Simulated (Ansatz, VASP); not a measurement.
**Two plane-wave programs on Ge2Sb2Te5**

```
Ge Sb Te
1.0
     4.56250    0.00000    0.00000
    -2.28125    3.95124    0.00000
     0.00000    0.00000   17.48370
Ge Sb Te
2 2 5
Direct
  0.00000 0.00000 0.33147
  0.00000 0.00000 0.66853
  0.33333 0.66667 0.11216
  0.66667 0.33333 0.88784
  0.00000 0.00000 0.00000
  0.33333 0.66667 0.79136
  0.66667 0.33333 0.20864
  0.33333 0.66667 0.40975
  0.66667 0.33333 0.59025
```

Alike in both runs: task single point; functional PBE; k mesh 9 × 9 × 2; occupations gaussian, width 0.03 eV; no spin polarisation.

|  | VASP | Ansatz |
| --- | --- | --- |
| version | VASP 6.6.1 | Ansatz 0.2.0 |
| potentials or method | VASP PAW PBE potentials, release 64 (Ge_d, Sb, Te), cutoff 520 eV | scalar-relativistic, plane waves, PAW |
| valence electrons in the cell | 68 | 138 |

Ansatz gave:

- gap on the k mesh at the Fermi level (eV): 0.22
- least direct gap on the mesh (eV): 0.25
- pressure (GPa): -3.8
- traceless stress, the component that is largest in VASP (GPa): 1.97
- rms of the force components (eV/Å): 0.140

Estimate VASP's values.

gap on the k mesh at the Fermi level (eV): 0.22; least direct gap on the mesh (eV): 0.26; pressure (GPa): -3.9; traceless stress, the component that is largest in VASP (GPa): 1.97; rms of the force components (eV/Å): 0.137.

Atom by atom the forces differ by 0.004 eV/Å (rms over components). VASP's potentials hold 68 valence electrons a cell and Ansatz's 138, so a difference there can come from the potentials and not from the codes.

Spin-orbit coupling is off throughout.
